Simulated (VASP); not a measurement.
# InAs (F-43m) in VASP: a series of runs

The runs below take InAs through elastic constants, vibrations by perturbation theory, with PBEsol, LDA, PBE.

Everything below comes from runs of VASP 6.6.1. Logs are shortened: lines on timing, memory, paths and dates and some standing lists are left out, and cuts for length are marked.

## 1. The cell of the first run

It takes space group F-43m (No. 216, cubic). The conventional cell has a = 6.036 Å, b = 6.036 Å, c = 6.036 Å, α = 90.00°, β = 90.00°, γ = 90.00°. Within 3.4 Å of In (site symmetry -43m) lie 4 As at 2.61 Å. Within 3.4 Å of As (site symmetry -43m) lie 4 In at 2.61 Å.

## 2. Elastic constants, PBEsol

Input file INCAR:

```
PREC = Accurate
ENCUT = 600
EDIFF = 1E-8
ISMEAR = -1
SIGMA = 0.05
LREAL = F
LASPH = T
NELM = 60
ALGO = Normal
ISIF = 3
LWAVE = F
LCHARG = F
GGA = PS
IBRION = 6
NFREE = 2
POTIM = 0.015
NSW = 1
```

Input file KPOINTS:

```
regular mesh
0
Gamma
  6 6 6
```

Input file POSCAR:

```
InAs
1.0
    0.0000000000      3.0180000000      3.0180000000
    3.0180000000      0.0000000000      3.0180000000
    3.0180000000      3.0180000000      0.0000000000
In As
1 1
Direct
    0.0000000000      0.0000000000      0.0000000000
    0.7500000000      0.7500000000      0.7500000000
```

Potentials or basis: VASP PAW PBE potentials, release 64 (In_d, As).

Launch:

```bash
$ cat potpaw_PBE.64/In_d/POTCAR potpaw_PBE.64/As/POTCAR > POTCAR
$ mpirun -np 1 vasp_std > vasp.out
```

OUTCAR:

```text
PREC = Accurate
   ENCUT = 600
   EDIFF = 1E-8
   ISMEAR = -1
   LREAL = F
   LASPH = T
   NELM = 60
   ISIF = 3
   GGA = PS
   IBRION = 6
   NFREE = 2
   POTIM = 0.015
   NSW = 1

 ion  position               nearest neighbor table
   1  0.000  0.000  0.000-   2 2.61   2 2.61   2 2.61   2 2.61
   2  0.750  0.750  0.750-   1 2.61   1 2.61   1 2.61   1 2.61

  LATTYP: Found a face centered cubic cell.
 ALAT       =     6.0360000000

  Lattice vectors:

 A1 = (   0.0000000000,   3.0180000000,   3.0180000000)
 A2 = (   3.0180000000,   0.0000000000,   3.0180000000)
 A3 = (   3.0180000000,   3.0180000000,   0.0000000000)

Analysis of symmetry for initial positions (statically):
=====================================================================
 Subroutine PRICEL returns:
 Original cell was already a primitive cell.

 Routine SETGRP: Setting up the symmetry group for a
 face centered cubic supercell.

 Subroutine GETGRP returns: Found 24 space group operations
 (whereof 24 operations were pure point group operations)
 out of a pool of 48 trial point group operations.

The static configuration has the point symmetry T_d .

Analysis of symmetry for dynamics (positions and initial velocities):
=====================================================================
 Subroutine PRICEL returns:
 Original cell was already a primitive cell.

 Routine SETGRP: Setting up the symmetry group for a
 face centered cubic supercell.

 Subroutine GETGRP returns: Found 24 space group operations
 (whereof 24 operations were pure point group operations)
 out of a pool of 48 trial point group operations.

The dynamic configuration has the point symmetry T_d .

 Subroutine INISYM returns: Found 24 space group operations
 (whereof 24 operations are pure point group operations),
 and found     1 'primitive' translations

----------------------------------------------------------------------------------------

                                     Primitive cell

  volume of cell :      54.9778

  direct lattice vectors                    reciprocal lattice vectors
     0.000000000  3.018000000  3.018000000    -0.165672631  0.165672631  0.165672631
     3.018000000  0.000000000  3.018000000     0.165672631 -0.165672631  0.165672631
     3.018000000  3.018000000  0.000000000     0.165672631  0.165672631 -0.165672631

  length of vectors
     4.268096531  4.268096531  4.268096531     0.286953414  0.286953414  0.286953414

  position of ions in fractional coordinates (direct lattice)
     0.000000000  0.000000000  0.000000000
     0.750000000  0.750000000  0.750000000

  ion indices of the primitive-cell ions
   primitive index   ion index
                 1           1
                 2           2

----------------------------------------------------------------------------------------

 KPOINTS: regular mesh

Automatic generation of k-mesh.
 Grid dimensions read from file:
 generate k-points for:    6    6    6

 Generating k-lattice:

  Cartesian coordinates                     Fractional coordinates (reciprocal lattice)
    -0.027612105  0.027612105  0.027612105     0.166666667  0.000000000  0.000000000
     0.027612105 -0.027612105  0.027612105     0.000000000  0.166666667  0.000000000
     0.027612105  0.027612105 -0.027612105     0.000000000  0.000000000  0.166666667

  Length of vectors
     0.047825569  0.047825569  0.047825569

[... 100 lines left out ...]
  -------------------------------------------------------------------------------------
  Total        0.5845531      0.5845531      0.5845531      0.0000000      0.0000000      0.0000000
  in kB       17.0351837     17.0351837     17.0351837      0.0000000      0.0000000      0.0000000
  external PRESSURE =      17.0351837 kB  Pullay stress =       0.0000000 kB
[... 89 lines left out ...]
  FREE ENERGIE OF THE ION-ELECTRON SYSTEM (eV)
  ---------------------------------------------------
  free  energy   TOTEN  =        -8.4517536370 eV

  energy  without entropy=       -8.4508726231  energy(sigma->0) =       -8.45131313

[... ionic steps 4 to 14 ...]

--------------------------------------- Ionic step       15  -------------------------------------------

 number of electron      18.0000001 magnetization

------------------------ aborting loop because EDIFF is reached ----------------------------------------
[... 67 lines left out ...]
--------------------------------------- Ionic step       17  -------------------------------------------

 number of electron      18.0000003 magnetization

 Free energy of the ion-electron system (eV)
  ---------------------------------------------------
  ext. energy  EPLUGINS =         0.00000000
  ---------------------------------------------------
  free energy    TOTEN  =        -8.46296034 eV

  energy without entropy =       -8.46205387  energy(sigma->0) =       -8.46250710

 E-fermi :   4.4740     XC(G=0):  -9.3050

 val. band max:        4.4651151613   @ k =   0.0000   0.0000   0.0000
 cond. band min:       5.3003479605   @ k =   0.5000   0.0000   0.0000
 fundamental gap:      0.8352327992
 Fermi energy:         4.4740065391

 k-point     1 :       0.0000    0.0000    0.0000
  band No.  band energies     occupation
      1      -9.9195      2.00000
      2      -9.9167      2.00000
      3      -9.9133      2.00000
      4      -9.7864      2.00000
      5      -9.7864      2.00000
      6      -7.4900      2.00000
      7       4.1781      1.99463
      8       4.4065      1.58834
      9       4.4367      1.35634
     10       4.4651      1.08868
     11       8.2674      0.00000
     12       8.2882      0.00000
     13       8.3107      0.00000
[... 354 lines left out ...]
  band No.  band energies     occupation
      1     -10.0566      2.00000
      2      -9.8775      2.00000
      3      -9.8668      2.00000
      4      -9.7915      2.00000
      5      -9.7756      2.00000
      6      -5.8723      2.00000
      7      -1.2157      2.00000
      8       2.1382      2.00000
      9       3.0240      2.00000
     10       6.6076      0.00000
     11       8.6251      0.00000
     12       9.9685      0.00000
     13      10.7918      0.00000

 [... further k-points ...]

------------------------ aborting loop because EDIFF is reached ----------------------------------------

  FORCE on cell =-STRESS in cart. coord.  units (eV):
  Direction    XX          YY          ZZ          XY          YZ          ZX
  --------------------------------------------------------------------------------------
  -------------------------------------------------------------------------------------
  Total        0.5846396      0.5867384      0.5867384      0.0000000     -0.1300381      0.0000000
  in kB       17.0377060     17.0988698     17.0988698      0.0000000     -3.7896011      0.0000000
  external PRESSURE =      17.0784819 kB  Pullay stress =       0.0000000 kB
[... 17 lines left out ...]
  FREE ENERGIE OF THE ION-ELECTRON SYSTEM (eV)
  ---------------------------------------------------
  free  energy   TOTEN  =        -8.4629603422 eV

  energy  without entropy=       -8.4620538651  energy(sigma->0) =       -8.46250710

 INTERNAL STRAIN TENSORS FROM STRAINED CELLS
 ============================================

 INTERNAL STRAIN TENSOR FOR ION    1 for displacements in x,y,z  (eV/Angst):
          X           Y           Z          XY          YZ          ZX
  --------------------------------------------------------------------------------
  x     0.00000    -0.00000    -0.00000     0.00000    -8.67935    -0.00000
  y    -0.00000     0.00000    -0.00000     0.00000     0.00000    -8.67977
  z    -0.00000    -0.00000     0.00000    -8.68007     0.00000     0.00000

 INTERNAL STRAIN TENSORS FROM DISPLACED ATOMS
 ============================================

 INTERNAL STRAIN TENSOR FOR ION    1 for displacements in x,y,z  (eV/Angst):
          X           Y           Z          XY          YZ          ZX
  --------------------------------------------------------------------------------
  x    -0.00000     0.00000     0.00000     0.00000    -8.67630     0.00000
  y     0.00000    -0.00000     0.00000     0.00000     0.00000    -8.67630
  z     0.00000     0.00000    -0.00000    -8.67630     0.00000     0.00000

 INTERNAL STRAIN TENSOR FOR ION    2 for displacements in x,y,z  (eV/Angst):
          X           Y           Z          XY          YZ          ZX
  --------------------------------------------------------------------------------
  x     0.00000     0.00000     0.00000     0.00000     8.66784     0.00000
  y     0.00000     0.00000     0.00000     0.00000     0.00000     8.66784
  z     0.00000     0.00000     0.00000     8.66784     0.00000     0.00000

 Eigenvectors and eigenvalues of the dynamical matrix
 ----------------------------------------------------

   1 f  =    6.402696 THz    40.229323 2PiTHz  213.570939 cm-1    26.479410 meV
             X         Y         Z           dx          dy          dz
      0.000000  0.000000  0.000000     0.000000   -0.628774    0.000000
      4.527000  4.527000  4.527000    -0.000000    0.777588    0.000000
[... 21 lines left out ...]
   6 f/i=    0.003238 THz     0.020345 2PiTHz    0.108008 cm-1     0.013391 meV
             X         Y         Z           dx          dy          dz
      0.000000  0.000000  0.000000     0.012263    0.007432    0.777456
      4.527000  4.527000  4.527000     0.009916    0.006009    0.628667

--------------------------------------------------------------------------------------------------------

 ELASTIC MODULI CONTR FROM IONIC RELAXATION (kBar)
 Direction    XX          YY          ZZ          XY          YZ          ZX
 --------------------------------------------------------------------------------
 XX          -0.0000     -0.0000     -0.0000     -0.0000     -0.0000     -0.0000
 YY          -0.0000     -0.0000     -0.0000     -0.0000     -0.0000     -0.0000
 ZZ          -0.0000     -0.0000     -0.0000     -0.0000     -0.0000     -0.0000
 XY          -0.0000     -0.0000     -0.0000   -288.1288     -0.0000     -0.0000
 YZ          -0.0000     -0.0000     -0.0000     -0.0000   -288.1288     -0.0000
 ZX          -0.0000     -0.0000     -0.0000     -0.0000     -0.0000   -288.1288
 --------------------------------------------------------------------------------

 TOTAL ELASTIC MODULI (kBar)
 Direction    XX          YY          ZZ          XY          YZ          ZX
 --------------------------------------------------------------------------------
 XX         832.9169    513.4739    513.4739     -0.0000     -0.0000     -0.0000
 YY         513.4739    832.9169    513.4739     -0.0000     -0.0000     -0.0000
 ZZ         513.4739    513.4739    832.9169     -0.0000     -0.0000     -0.0000
 XY          -0.0000     -0.0000     -0.0000    331.6726     -0.0000     -0.0000
 YZ          -0.0000     -0.0000     -0.0000     -0.0000    331.6726     -0.0000
 ZX          -0.0000     -0.0000     -0.0000     -0.0000     -0.0000    331.6726
 --------------------------------------------------------------------------------
```

Run time: 6.7 min. Hardware: 1 thread of Intel Xeon 6975P-C (Granite Rapids), shared host; peak memory 0.27 GiB.

Results:

```yaml
Elastic_constants_C11_C12_C44: 83, 51, 33 GPa
Voigt_bulk_modulus: 62 GPa
Highest_phonon_frequency_at_Γ_LO-TO_splitting_left_out: 214 cm⁻¹
```

Phonon frequencies in cm⁻¹ (negative: imaginary):
| q point | frequencies |
| --- | --- |
| (0.000, 0.000, 0.000) | 0 0 0 214 214 214 |

Elastic tensor in Voigt notation (GPa, in the Cartesian axes of the cell as first typed):
```
83 51 51  0  0  0
51 83 51  0  0  0
51 51 83  0  0  0
 0  0  0 33  0  0
 0  0  0  0 33  0
 0  0  0  0  0 33
```

Clamped-ion elastic tensor (GPa):
```
83 51 51  0  0  0
51 83 51  0  0  0
51 51 83  0  0  0
 0  0  0 62  0  0
 0  0  0  0 62  0
 0  0  0  0  0 62
```

Caveat: the cell is under stress, which shifts elastic constants; the PAW data sets were made with another functional, which shifts forces and pressure a little; spin-orbit coupling is left out, which moves the levels of the heavy elements.

## 3. Elastic constants, LDA

Input file INCAR:

```
  PREC = Accurate
  ENCUT = 600
  EDIFF = 1E-8
  ISMEAR = -1
  SIGMA = 0.05
  LREAL = False
  LASPH = True
  NELM = 60
  ALGO = Normal
  ISIF = 3
  LWAVE = False
  LCHARG = True
  IBRION = 6
  NFREE = 2
  POTIM = 0.015
  NSW = 1
```

Input file KPOINTS:

```
regular mesh
0
Gamma
  7 7 7
```

POSCAR is that of step 2.

Potentials or basis: VASP PAW LDA potentials, release 64 (In_d, As).

Launch:

```bash
$ cat potpaw_LDA.64/In_d/POTCAR potpaw_LDA.64/As/POTCAR > POTCAR
$ mpirun -np 1 vasp_std > vasp.out
```

Wall time 5.2 min (1 thread of Intel Xeon 6975P-C (Granite Rapids), shared host); peak memory 0.29 GiB.

It converged, with:

```
Elastic constants C11, C12, C44                         : 84, 48, 36 GPa
Voigt bulk modulus                                      : 60 GPa
Highest phonon frequency at Γ, LO-TO splitting left out : 212 cm⁻¹
```

Phonon frequencies in cm⁻¹ (negative: imaginary):
```
              q point        frequencies
(0.000, 0.000, 0.000)  0 0 0 212 212 212
```

Elastic tensor in Voigt notation (GPa, in the Cartesian axes of the cell as first typed):
```
84 48 48  0  0  0
48 84 48  0  0  0
48 48 84  0  0  0
 0  0  0 36  0  0
 0  0  0  0 36  0
 0  0  0  0  0 36
```

Clamped-ion elastic tensor (GPa):
```
84 48 48  0  0  0
48 84 48  0  0  0
48 48 84  0  0  0
 0  0  0 61  0  0
 0  0  0  0 61  0
 0  0  0  0  0 61
```

Caveat: spin-orbit coupling is left out, which moves the levels of the heavy elements.

## 4. Vibrations by perturbation theory, PBE

Input file INCAR:

```
  PREC = Accurate
  ENCUT = 520
  EDIFF = 1E-8
  ISMEAR = -1
  SIGMA = 0.05
  LREAL = False
  LASPH = True
  NELM = 80
  ALGO = Normal
  ISIF = 2
  LWAVE = False
  LCHARG = False
  GGA = PE
  IBRION = 8
  NSW = 1
```

Input file KPOINTS:

```
Automatic mesh
0
Gamma
  8 8 8
```

POSCAR is that of step 3.

Potentials or basis: VASP PAW PBE potentials, release 64 (In_d, As).

Launch:

```bash
$ cat potpaw_PBE.64/In_d/POTCAR potpaw_PBE.64/As/POTCAR > POTCAR
$ mpirun -np 1 vasp_std > vasp.out
```

OUTCAR:

```text
PREC = Accurate
   ENCUT = 520
   EDIFF = 1E-8
   ISMEAR = -1
   LREAL = False
   LASPH = True
   NELM = 80
   ISIF = 2
   GGA = PE
   IBRION = 8
   NSW = 1

 ion  position               nearest neighbor table
   1  0.000  0.000  0.000-   2 2.61   2 2.61   2 2.61   2 2.61
   2  0.750  0.750  0.750-   1 2.61   1 2.61   1 2.61   1 2.61

  LATTYP: Found a face centered cubic cell.
 ALAT       =     6.0360000000

  Lattice vectors:

 A1 = (   0.0000000000,   3.0180000000,   3.0180000000)
 A2 = (   3.0180000000,   0.0000000000,   3.0180000000)
 A3 = (   3.0180000000,   3.0180000000,   0.0000000000)

Analysis of symmetry for initial positions (statically):
=====================================================================
 Subroutine PRICEL returns:
 Original cell was already a primitive cell.

 Routine SETGRP: Setting up the symmetry group for a
 face centered cubic supercell.

 Subroutine GETGRP returns: Found 24 space group operations
 (whereof 24 operations were pure point group operations)
[... 608 lines left out ...]

 INTERNAL STRAIN TENSOR  FOR ION    2  DIRECTION 1   (eV/Angst):
 -----------------------------------------------------------------------------
    -0.00903  0.00000  0.00000
     0.00000  0.00600  8.98285
     0.00000  8.98285  0.00600

 INTERNAL STRAIN TENSOR FOR ION    2 for displacements in x,y,z  (eV/Angst):
          X           Y           Z          XY          YZ          ZX
  --------------------------------------------------------------------------------
  x     0.00000    -0.00000     0.00000     0.00000     8.98285     0.00000
  y    -0.00000     0.00000     0.00000     0.00000     0.00000     8.98285
  z     0.00000     0.00000     0.00000     8.98285     0.00000     0.00000

 SECOND DERIVATIVES (NOT SYMMETRIZED)
 ------------------------------------
               1X          1Y          1Z          2X          2Y          2Z
  1X    -7.946880    0.000000    0.000000    7.946880    0.000000    0.000000
  1Y     0.000000   -7.946880    0.000000    0.000000    7.946880    0.000000
  1Z     0.000000    0.000000   -7.946880    0.000000    0.000000    7.946880
  2X     7.979378    0.000000    0.000000   -7.979378    0.000000    0.000000
  2Y     0.000000    7.979378    0.000000    0.000000   -7.979378    0.000000
  2Z     0.000000    0.000000    7.979378    0.000000    0.000000   -7.979378

 Eigenvectors and eigenvalues of the dynamical matrix
 ----------------------------------------------------

   1 f  =    6.553213 THz    41.175050 2PiTHz  218.591645 cm-1    27.101898 meV
             X         Y         Z           dx          dy          dz
      0.000000  0.000000  0.000000    -0.624653   -0.057463    0.019880
      4.527000  4.527000  4.527000     0.774870    0.071281   -0.024661
[... 21 lines left out ...]
   6 f/i=    0.006534 THz     0.041052 2PiTHz    0.217940 cm-1     0.027021 meV
             X         Y         Z           dx          dy          dz
      0.000000  0.000000  0.000000    -0.328796    0.703772   -0.052065
      4.527000  4.527000  4.527000    -0.265055    0.567338   -0.041971

--------------------------------------------------------------------------------------------------------

 ELASTIC MODULI CONTR FROM IONIC RELAXATION (kBar)
 Direction    XX          YY          ZZ          XY          YZ          ZX
 --------------------------------------------------------------------------------
 XX          -0.0000      0.0000     -0.0000     -0.0000     -0.0000      0.0000
 YY           0.0000     -0.0000      0.0000      0.0000      0.0000     -0.0000
 ZZ          -0.0000      0.0000     -0.0000     -0.0000     -0.0000     -0.0000
 XY          -0.0000      0.0000     -0.0000   -291.6338     -0.0000     -0.0000
 YZ          -0.0000      0.0000     -0.0000     -0.0000   -291.6338     -0.0000
 ZX           0.0000     -0.0000     -0.0000     -0.0000     -0.0000   -291.6338
 --------------------------------------------------------------------------------
```

OSZICAR:

```text
N       E                     dE             d eps       ncg     rms          rms(c)
DAV:   1     0.115664652025E+03    0.11566E+03   -0.85568E+03   754   0.152E+03
DAV:   2     0.882984102546E+00   -0.11478E+03   -0.11097E+03   759   0.325E+02
DAV:   3    -0.771068493434E+01   -0.85937E+01   -0.85356E+01   999   0.938E+01
[... 51 lines left out ...]
RMM:   7    -0.454826318569E-01    0.25645E-05    0.80201E-08  4701   0.330E-03    0.906E-04
RMM:   8    -0.454841769276E-01   -0.15451E-05   -0.29442E-07  4230   0.144E-03    0.355E-04
RMM:   9    -0.454846049089E-01   -0.42798E-06    0.37087E-07  4798   0.487E-04    0.137E-04
RMM:  10    -0.454846234696E-01   -0.18561E-07    0.17380E-08  4725   0.187E-04    0.266E-05
RMM:  11    -0.454846949961E-01   -0.71527E-07   -0.29412E-08  4992   0.658E-05    0.166E-05
RMM:  12    -0.454847025965E-01   -0.76004E-08    0.18745E-10  4793   0.247E-05    0.488E-06
 Linear response finished
```

stdout:

```text
POSCAR found type information on POSCAR InAs
 POSCAR found :  2 types and       2 ions
 scaLAPACK will be used
 LDA part: xc-table for (Slater+PW92), standard interpolation
 POSCAR, INCAR and KPOINTS ok, starting setup
 FFT: planning ... GRIDC
 FFT: planning ... GRID_SOFT
 FFT: planning ... GRID
 WAVECAR not read
 entering main loop
 Linear response reoptimize wavefunctions to high precision
 Linear response DOF=           2
 Linear response progress:
 first order change of Fermi-energy  -0.61623E-04
 force on displaced ion       1 direction 1 :  -7.947  -0.000  -0.000
 Linear response progress:
 first order change of Fermi-energy   0.42566E-03
 force on displaced ion       2 direction 1 :  -7.979  -0.000  -0.000
 Linear response finished
```

Wall time 1.8 min (1 thread of Intel Xeon 6975P-C (Granite Rapids), shared host); peak memory 0.33 GiB.

What came out:

| Quantity | Value |
| --- | --- |
| Highest phonon frequency at Γ, LO-TO splitting left out | 219 cm⁻¹ |

Phonon frequencies in cm⁻¹ (negative: imaginary):
| q point | frequencies |
| --- | --- |
| (0.000, 0.000, 0.000) | 0 0 0 219 219 219 |

Caveat: the cell wasn't relaxed at this level first, which shifts response properties; spin-orbit coupling is left out, which moves the levels of the heavy elements.

[end of part 1 of 2]
